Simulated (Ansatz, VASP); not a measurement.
# BaHfH6: VASP beside Ansatz

```
Ba Hf H
1.0
     3.40035    1.96319    2.20267
    -3.40035    1.96319    2.20267
     0.00000   -3.92638    2.20267
Ba Hf H
1 1 6
Direct
  0.50000 0.50000 0.50000
  0.00000 0.00000 0.00000
  0.74550 0.07931 0.74550
  0.07931 0.74550 0.74550
  0.25450 0.25450 0.92069
  0.92069 0.25450 0.25450
  0.25450 0.92069 0.25450
  0.74550 0.74550 0.07931
```

Change from the starting cell: species swapped into the KAsF6 type (R-3m, No. 166).

Alike in both runs: task relaxation of cell and atoms; functional PBE; k mesh 6 × 6 × 6; occupations gaussian, width 0.1 eV; no spin polarisation.

```csv
,VASP,Ansatz
version,VASP 6.6.1,Ansatz 0.2.0
potentials or method,"VASP PAW PBE potentials, release 64 (Ba_sv, Hf_pv, H), cutoff 600 eV","scalar-relativistic, plane waves, PAW"
valence electrons in the cell,26,42
```

Ansatz gave:

```
gap on the k mesh at the Fermi level, each at its own relaxed structure (eV)  : 1.15
relaxed volume (Å³/atom)                                                      : 14.00
relaxed length of the cell vector where the two differ most in proportion (Å) : 4.855
```

Which values does VASP return?

gap on the k mesh at the Fermi level, each at its own relaxed structure (eV): 1.16; relaxed volume (Å³/atom): 14.26; relaxed length of the cell vector where the two differ most in proportion (Å): 4.886.

VASP's potentials hold 26 valence electrons a cell and Ansatz's 42, so a difference there can come from the potentials and not from the codes.

Spin-orbit coupling is off throughout. Noted on VASP's run: the volume moved by over 15 % at a fixed basis, so the end points are rough.
